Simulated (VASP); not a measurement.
Ag: single point with revPBE

Ag:

```xyz
2
Lattice="0.0000 3.2871 3.2871 3.2871 0.0000 3.2871 3.2871 3.2871 0.0000" Properties=species:S:1:pos:R:3 pbc="T T T"
Ag    0.8218    0.8218    0.8218
Ag    5.7525    5.7525    5.7525
```

This cell differs from its parent crystal: volume scaled by 1.12.

```json
{"Program": "VASP 6.6.1", "Task": "single point", "Functional": "revPBE", "Potentials or basis": "VASP PAW PBE potentials, release 64 (Ag)", "Cutoff": "520 eV", "k mesh": "10 × 10 × 10", "Occupations": "fermi-dirac, width 0.1 eV", "Spin": "no spin polarisation"}
```

```json
{
  "Pressure": "-2.0 GPa",
  "Band gap on the k mesh": "zero (band 11 reaches 1.93 eV, above the bottom of band 12 at 1.51 eV)"
}
```

Levels at points of the mesh, in eV from the Fermi level:
```
           k point  band 7  band 8  band 9  band 10  band 11  band 12  band 13  band 14  band 15  band 16
(0.00, 0.00, 0.00)   -3.17   -3.17   -3.17    -2.80    -2.80     7.41     7.41     7.41     8.27     8.27
(0.50, 0.00, 0.00)   -3.11   -3.11   -2.81    -2.81    -1.08    -0.21     5.49     5.49     7.59     8.89
(0.50, 0.50, 0.00)   -3.35   -3.35   -2.73    -2.73     0.00     0.00     3.34     3.34     6.34     6.34
```

Wall time 60 s on 1 thread of AMD EPYC 7R43 64-Core Processor (Zen 3), on a shared host, peak memory 0.18 GiB.

Caveat: the PAW data sets were made with another functional, which shifts forces and pressure a little.
